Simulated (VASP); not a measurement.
Set up this calculation in VASP 6.6.1, as the native input.

```
Task                   : single point
Functional             : PBEsol
Potentials or basis    : VASP PAW PBE potentials, release 64 (Ti_sv, Ta_pv)
Cutoff                 : 520 eV
k mesh                 : 7 × 7 × 4
Occupations            : fermi-dirac, width 0.1 eV
Spin                   : no spin polarisation
Dipole correction      : no
Further INCAR settings : ALGO = Normal; EDIFF = 1e-06; NBANDS = 18
```

The structure of TaTi lies in POSCAR:

```
TaTi
1.0
    1.6328800000     -2.2974900000      0.0000000000
    1.6328800000      2.2974900000      0.0000000000
    0.0000000000      0.0000000000      4.6841300000
Ti Ta
1 1
Direct
    0.5000000000      0.5000000000      0.5000000000
    0.0000000000      0.0000000000      0.0000000000
```

One way to write it, as run:

INCAR

```
SYSTEM = TaTi
PREC = Accurate
ENCUT = 520
EDIFF = 1E-6
ISMEAR = -1
SIGMA = 0.1
LREAL = .FALSE.
LASPH = .TRUE.
NELM = 60
ALGO = Normal
ISIF = 2
LWAVE = .FALSE.
LCHARG = .FALSE.
GGA = PS
NBANDS = 18
```

KPOINTS

```
regular mesh
0
G
  7 7 4
  0 0 0
```

Potentials or basis: VASP PAW PBE potentials, release 64 (Ti_sv, Ta_pv).

Launch:

```bash
$ cat potpaw_PBE.64/Ti_sv/POTCAR potpaw_PBE.64/Ta_pv/POTCAR > POTCAR
$ mpirun -np 1 vasp_std > vasp.out
```

It gave:

```json
{"Pressure": "-4.0 GPa"}
```

Caveat: the PAW data sets were made with another functional, which shifts forces and pressure a little.

It took 37 s on 1 thread of AMD EPYC 7R43 64-Core Processor (Zen 3), on a shared host, peak memory 0.14 GiB.
